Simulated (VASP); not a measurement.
# Tl3Ge2H (P-6m2) in VASP: relaxation of cell and atoms with PBE

Aim: the relaxation of cell and atoms of Tl3Ge2H with PBE.

Program: VASP 6.6.1. These are calculated values, not measurements. Logs are shortened: lines on timing, memory, paths and dates and some standing lists are left out, and cuts for length are marked.

**1. The cell of the first run**

Symmetry: P-6m2, No. 187, hexagonal system. The conventional cell has a = 6.445 Å, b = 6.445 Å, c = 4.431 Å, α = 90.00°, β = 90.00°, γ = 120.00°. Tl (site symmetry mm2) has 6 Ge at 2.94 to 3.91 Å and 4 Tl at 3.10 to 3.35 Å and 2 H at 3.22 Å within 4.0 Å. Ge (site symmetry -6m2) has 6 Tl at 2.94 Å and 3 Ge at 3.72 Å within 3.9 Å. Ge (site symmetry -6m2) has 2 H at 2.22 Å within 2.9 Å. H (site symmetry -6m2) has 2 Ge at 2.22 Å within 2.9 Å.

The cell was generated, and may not be a known phase.

**2. Relaxation of cell and atoms, PBE**

Input file INCAR:

```
SYSTEM = Tl3Ge2H
PREC = Accurate
ENCUT = 600
EDIFF = 1E-6
ISMEAR = 0
SIGMA = 0.1
LREAL = .FALSE.
LASPH = .TRUE.
NELM = 80
ALGO = Normal
ISIF = 3
LWAVE = .FALSE.
LCHARG = .FALSE.
GGA = PE
IBRION = 2
NSW = 100
EDIFFG = -0.01
```

Input file KPOINTS:

```
regular mesh
0
G
  6 6 8
  0 0 0
```

Input file POSCAR:

```
Tl3Ge2H
1.0
    6.4445015039      0.0000000000      0.0000000000
   -3.2222507519      5.5811020171      0.0000000000
    0.0000000000      0.0000000000      4.4313676349
Tl Ge H
3 2 1
Direct
    0.1602070895      0.8397929105      0.5000000000
    0.1602070895      0.3204141791      0.5000000000
    0.6795858209      0.8397929105      0.5000000000
    0.3333333333      0.6666666667      0.0000000000
    0.6666666667      0.3333333333      0.0000000000
    0.6666666667      0.3333333333      0.5000000000
```

Potentials or basis: VASP PAW PBE potentials, release 64 (Tl_d, Ge_d, H).

On the command line:

```bash
> cat potpaw_PBE.64/Tl_d/POTCAR potpaw_PBE.64/Ge_d/POTCAR potpaw_PBE.64/H/POTCAR > POTCAR
> mpirun -np 1 vasp_std > vasp.out
```

OUTCAR:

```text
SYSTEM = Tl3Ge2H
   PREC = Accurate
   ENCUT = 600
   EDIFF = 1E-6
   ISMEAR = 0
   LREAL = .FALSE.
   LASPH = .TRUE.
   NELM = 80
   ISIF = 3
   GGA = PE
   IBRION = 2
   NSW = 100
   EDIFFG = -0.01

 ion  position               nearest neighbor table
   1  0.160  0.840  0.500-   4 2.94   4 2.94   2 3.10   3 3.10   2 3.35   3 3.35
   2  0.160  0.320  0.500-   4 2.94   4 2.94   1 3.10   3 3.10   1 3.35   3 3.35
   3  0.680  0.840  0.500-   4 2.94   4 2.94   1 3.10   2 3.10   1 3.35   2 3.35
   4  0.333  0.667  0.000-   1 2.94   1 2.94   2 2.94   2 2.94   3 2.94   3 2.94
   5  0.667  0.333  0.000-
   6  0.667  0.333  0.500-

  LATTYP: Found a hexagonal cell.
 ALAT       =     6.4445015039
 C/A-ratio  =     0.6876199241

  Lattice vectors:

 A1 = (   6.4445015039,   0.0000000000,   0.0000000000)
 A2 = (  -3.2222507519,   5.5811020171,   0.0000000000)
 A3 = (   0.0000000000,   0.0000000000,   4.4313676349)

Analysis of symmetry for initial positions (statically):
=====================================================================
 Subroutine PRICEL returns:
 Original cell was already a primitive cell.

 Routine SETGRP: Setting up the symmetry group for a
 hexagonal supercell.

 Subroutine GETGRP returns: Found 12 space group operations
 (whereof 12 operations were pure point group operations)
 out of a pool of 24 trial point group operations.

The static configuration has the point symmetry D_3h.

Analysis of symmetry for dynamics (positions and initial velocities):
=====================================================================
 Subroutine PRICEL returns:
 Original cell was already a primitive cell.

 Routine SETGRP: Setting up the symmetry group for a
 hexagonal supercell.

 Subroutine GETGRP returns: Found 12 space group operations
 (whereof 12 operations were pure point group operations)
 out of a pool of 24 trial point group operations.

The dynamic configuration has the point symmetry D_3h.

 Subroutine INISYM returns: Found 12 space group operations
 (whereof 12 operations are pure point group operations),
 and found     1 'primitive' translations

----------------------------------------------------------------------------------------

                                     Primitive cell

  volume of cell :     159.3849

  direct lattice vectors                    reciprocal lattice vectors
     6.444501504  0.000000000  0.000000000     0.155171040  0.089588042  0.000000000
    -3.222250752  5.581102017  0.000000000     0.000000000  0.179176083  0.000000000
     0.000000000  0.000000000  4.431367635     0.000000000  0.000000000  0.225663967

  length of vectors
     6.444501504  6.444501504  4.431367635     0.179176083  0.179176083  0.225663967

  position of ions in fractional coordinates (direct lattice)
     0.160207089  0.839792911  0.500000000
     0.160207089  0.320414179  0.500000000
     0.679585821  0.839792911  0.500000000
     0.333333333  0.666666667  0.000000000
     0.666666667  0.333333333  0.000000000
     0.666666667  0.333333333  0.500000000

  ion indices of the primitive-cell ions
   primitive index   ion index
                 1           1
                 2           2
                 3           3
                 4           4
                 5           5
                 6           6

----------------------------------------------------------------------------------------

 KPOINTS: regular mesh

Automatic generation of k-mesh.
 Grid dimensions read from file:
 generate k-points for:    6    6    8

 Generating k-lattice:

  Cartesian coordinates                     Fractional coordinates (reciprocal lattice)
     0.025861840  0.014931340  0.000000000     0.166666667  0.000000000  0.000000000
     0.000000000  0.029862681  0.000000000     0.000000000  0.166666667  0.000000000
     0.000000000  0.000000000  0.028207996     0.000000000  0.000000000  0.125000000

  Length of vectors
     0.029862681  0.029862681  0.028207996

  Shift w.r.t. Gamma in fractional coordinates (k-lattice)
     0.000000000  0.000000000  0.000000000

 Subroutine IBZKPT returns following result:
 ===========================================

 Found     35 irreducible k-points:

 Following reciprocal coordinates:
            Coordinates               Weight
  0.000000  0.000000  0.000000      1.000000
  0.166667  0.000000  0.000000      6.000000
  0.333333  0.000000  0.000000      6.000000
  0.500000  0.000000  0.000000      3.000000
  0.166667  0.166667  0.000000      6.000000
  0.333333  0.166667  0.000000     12.000000
[... 16 lines left out ...]
  0.166667  0.000000  0.375000     12.000000
  0.333333  0.000000  0.375000     12.000000
 [... further k-points ...]
   k-points           NKPTS =     35   k-points in BZ     NKDIM =     35   number of bands    NBANDS=     40
   number of dos      NEDOS =    301   number of ions     NIONS =      6
   total plane-waves  NPLWV = 104976
   dimension x,y,z NGX =    54 NGY =   54 NGZ =   36
   dimension x,y,z NGXF=   108 NGYF=  108 NGZF=   72
   ions per type =               3   2   1
   NGX,Y,Z   is equivalent  to a cutoff of  13.93, 13.93, 13.51 a.u.
   NGXF,Y,Z  is equivalent  to a cutoff of  27.86, 27.86, 27.01 a.u.
 SYSTEM =  Tl3Ge2H
   PREC   = accura    normal or accurate (medium, high low for compatibility)
   ISTART =      0    job   : 0-new  1-cont  2-samecut
   ICHARG =      2    charge: 1-file 2-atom 10-const
   ISPIN  =      1    spin polarized calculation?
   LNONCOLLINEAR =      F non collinear calculations
   LSORBIT =      F    spin-orbit coupling
   LASPH  =      T    aspherical Exc in radial PAW
   ENCUT  =  600.0 eV  44.10 Ry    6.64 a.u.  12.87 12.87  8.85*2*pi/ulx,y,z
   NELM   =     80;   NELMIN=  2; NELMDL= -5     # of ELM steps
   EDIFF  = 0.1E-05   stopping-criterion for ELM
   LREAL  =      F    real-space projection
   EDIFFG = -.1E-01   stopping-criterion for IOM
   NSW    =    100    number of steps for IOM
   IBRION =      2    ionic relax: 0-MD 1-quasi-New 2-CG
   NFREE  =      1    steps in history (QN), initial steepest desc. (CG)
   ISIF   =      3    stress and relaxation
   ISYM   =      2    0-nonsym 1-usesym 2-fastsym
   POTIM  = 0.5000    time-step for ionic-motion
   TEBEG  =    0.0;   TEEND  =   0.0 temperature during run
   PSTRESS=    0.0 pullay stress
   NELECT =      68.0000    total number of electrons
   NUPDOWN=      -1.0000    fix difference up-down
   EMIN   =  10.00;   EMAX   =-10.00  energy-range for DOS
   EFERMI =   0.00;   METHOD = LEGACY
   ISMEAR =     0;   SIGMA  =   0.10  broadening in eV -4-tet -1-fermi 0-gaus
   EFERMI_NEDOS =   21; number of points for ismear=-14 and -15
   IALGO  =     38    algorithm
   IMIX   =      4    mixing-type and parameters
     AMIX     =   0.40;   BMIX     =  1.00
     AMIX_MAG =   1.60;   BMIX_MAG =  1.00
  volume/ion in A,a.u.               =      26.56       179.26
  Fermi-wavevector in a.u.,A,eV,Ry     =   1.232430  2.328954 20.665653  1.518883
  Thomas-Fermi vector in A             =   2.367200
   LORBIT       =      0    0 simple, 1 ext, 2 COOP (PROOUT), +10 PAW based schemes
   GGA     = PE    functional components
   LHFCALC =     F    Hartree Fock is set to
   AEXX    =    0.0000 exact exchange contribution
   IVDW    =     0    specifies the selected vdW correction
   LEPSILON=     F    determine dielectric tensor
   LRPA    =     F    only Hartree local field effects (RPA)
 conjugate gradient relaxation of ions
 non-spin polarized calculation
 Gauss-broadening in eV      SIGMA  =   0.10
  energy-cutoff  :      600.00
  volume of cell :      159.38
 maximum number of plane-waves:      5346
 NGX is ok and might be reduce to    54
   NGX = 25   NGY = 25   NGZ = 17

--------------------------------------- Ionic step        1  -------------------------------------------

 number of electron      68.0000019 magnetization

 Free energy of the ion-electron system (eV)
  ---------------------------------------------------
  ext. energy  EPLUGINS =         0.00000000
  ---------------------------------------------------
  free energy    TOTEN  =       -16.20093149 eV

  energy without entropy =      -16.19095260  energy(sigma->0) =      -16.19594204

------------------------ aborting loop because EDIFF is reached ----------------------------------------

  FORCE on cell =-STRESS in cart. coord.  units (eV):
  Direction    XX          YY          ZZ          XY          YZ          ZX
  --------------------------------------------------------------------------------------
  -------------------------------------------------------------------------------------
  Total        0.9562677      0.9562677     -2.0166306      0.0000000      0.0000000     -0.0000000
  in kB        9.6126474      9.6126474    -20.2716860      0.0000000      0.0000000     -0.0000000
  external PRESSURE =      -0.3487970 kB  Pullay stress =       0.0000000 kB
[... 101 lines left out ...]
  FREE ENERGIE OF THE ION-ELECTRON SYSTEM (eV)
  ---------------------------------------------------
  free  energy   TOTEN  =       -16.2852952028 eV

  energy  without entropy=      -16.2676418217  energy(sigma->0) =      -16.27646851

[... ionic steps 4 to 16 ...]

--------------------------------------- Ionic step       17  -------------------------------------------

 number of electron      67.9999970 magnetization

------------------------ aborting loop because EDIFF is reached ----------------------------------------

  FORCE on cell =-STRESS in cart. coord.  units (eV):
  Direction    XX          YY          ZZ          XY          YZ          ZX
  --------------------------------------------------------------------------------------
  -------------------------------------------------------------------------------------
  Total        0.0643236      0.0643236     -0.0512563      0.0000000      0.0000000      0.0000000
  in kB        0.6485646      0.6485646     -0.5168085      0.0000000      0.0000000      0.0000000
  external PRESSURE =       0.2601069 kB  Pullay stress =       0.0000000 kB
[... 65 lines left out ...]
  energy  without entropy=      -16.4273492828  energy(sigma->0) =      -16.43320371

--------------------------------------- Ionic step       19  -------------------------------------------

 number of electron      67.9999972 magnetization

 Free energy of the ion-electron system (eV)
  ---------------------------------------------------
  ext. energy  EPLUGINS =         0.00000000
  ---------------------------------------------------
  free energy    TOTEN  =       -16.43916574 eV

  energy without entropy =      -16.42747144  energy(sigma->0) =      -16.43331859

 E-fermi :   4.3404     XC(G=0):  -9.3324

 val. band max:        4.3207462185   @ k =   0.3333   0.0000   0.2500
 cond. band min:       4.3425660739   @ k =   0.3333   0.3333   0.0000
 fundamental gap:      0.0218198553
 Fermi energy:         4.3403507156

 k-point     1 :       0.0000    0.0000    0.0000
  band No.  band energies     occupation
      1     -20.4182      2.00000
      2     -20.4182      2.00000
      3     -20.3626      2.00000
      4     -20.3513      2.00000
      5     -20.3513      2.00000
      6     -20.3224      2.00000
[... 1021 lines left out ...]
     39       6.7899      0.00000
     40       7.6768      0.00000

 [... further k-points ...]

------------------------ aborting loop because EDIFF is reached ----------------------------------------

  FORCE on cell =-STRESS in cart. coord.  units (eV):
  Direction    XX          YY          ZZ          XY          YZ          ZX
  --------------------------------------------------------------------------------------
  -------------------------------------------------------------------------------------
  Total        0.0311470      0.0311470     -0.0196629      0.0000000      0.0000000     -0.0000000
  in kB        0.3136594      0.3136594     -0.1980107      0.0000000      0.0000000     -0.0000000
  external PRESSURE =       0.1431027 kB  Pullay stress =       0.0000000 kB
[... 21 lines left out ...]
  FREE ENERGIE OF THE ION-ELECTRON SYSTEM (eV)
  ---------------------------------------------------
  free  energy   TOTEN  =       -16.4391657447 eV

  energy  without entropy=      -16.4274714407  energy(sigma->0) =      -16.43331859

 reached required accuracy - stopping structural energy minimisation
```

Wall time 36 min (1 thread of AMD EPYC 9R45 (Zen 5), shared host); peak memory 0.46 GiB.

Results:

- Free energy: -16.4392 eV
- Relaxed volume: 26.52 Å³/atom
- Relaxed cell: a = 6.982 Å, b = 6.982 Å, c = 3.769 Å, α = 90.00°, β = 90.00°, γ = 120.00°
- Space group after relaxing (to 0.1 Å): P-6m2 (No. 187)
- Energy gained by relaxing: 39.7 meV/atom
- Ionic steps: 19
- Pressure after relaxing: 0.0 GPa
- Largest force after relaxing: 0.005 eV/Å
- Band gap on the k mesh: zero (bands 34 and 35 overlap by 1.38 eV)

Forces in eV/Å, atoms in the order of the input:
```
Tl   0.004 -0.002  0.000
Tl   0.000  0.005  0.000
Tl  -0.004 -0.002  0.000
Ge   0.000  0.000  0.000
Ge   0.000  0.000  0.000
H    0.000  0.000  0.000
```

Step by step:
| step | energy change (eV) | largest force (eV/Å) | pressure (GPa) | volume (Å³) |
| --- | --- | --- | --- | --- |
| 1 | 0.0000 | 0.0606 | -0.03 | 159.38 |
| 2 | -0.0411 | 0.0934 | 0.01 | 159.22 |
| 3 | -0.0844 | 0.1633 | 0.17 | 158.70 |
| 4 | -0.0940 | 0.2009 | 0.20 | 158.34 |
| 5 | -0.1190 | 0.4046 | 0.34 | 157.44 |
| 6 | -0.1223 | 0.7725 | 1.68 | 154.85 |
| 7 | -0.1428 | 0.5805 | 0.65 | 156.63 |
| 8 | -0.1507 | 0.6869 | 1.12 | 155.79 |
| 9 | -0.1814 | 0.5604 | 0.79 | 157.35 |
| 10 | -0.2013 | 0.3955 | 0.39 | 159.91 |
| 11 | -0.2196 | 0.2893 | 0.11 | 160.46 |
| 12 | -0.2332 | 0.0943 | -0.37 | 161.46 |
| 13 | -0.2360 | 0.0690 | -0.22 | 160.44 |
| 14 | -0.2377 | 0.0206 | 0.08 | 158.62 |
| 15 | -0.2378 | 0.0280 | 0.04 | 158.84 |
| 16 | -0.2378 | 0.0253 | 0.05 | 158.79 |
| 17 | -0.2380 | 0.0143 | 0.03 | 158.90 |
| 18 | -0.2381 | 0.0108 | -0.02 | 159.14 |
| 19 | -0.2382 | 0.0045 | 0.01 | 159.10 |

Final structure:
```
Tl Ge H
1.0
     6.98184    0.00000    0.00000
    -3.49092    6.04645    0.00000
     0.00000    0.00000    3.76876
Tl Ge H
3 2 1
Direct
  0.15117 0.84883 0.50000
  0.15117 0.30234 0.50000
  0.69766 0.84883 0.50000
  0.33333 0.66667 0.00000
  0.66667 0.33333 0.00000
  0.66667 0.33333 0.50000
```

Levels at points of the mesh, in eV from the Fermi level:
```csv
k point,band 31,band 32,band 33,band 34,band 35,band 36,band 37,band 38
"(0.00, 0.00, 0.00)",-2.53,-2.53,0.64,1.02,1.76,1.76,2.07,2.13
"(0.50, 0.00, 0.00)",-1.31,-0.83,0.24,0.40,0.94,1.03,1.27,1.93
"(0.00, 0.00, 0.50)",-4.08,-2.97,-1.61,-1.61,0.17,0.33,0.33,0.35
"(0.50, 0.00, 0.50)",-4.28,-2.43,-1.89,-0.63,0.48,1.22,2.13,2.34
```

Caveat: spin-orbit coupling is left out, which moves the levels of the heavy elements.

The gap in the log of VASP goes by the Fermi energy; the results here count the filled bands.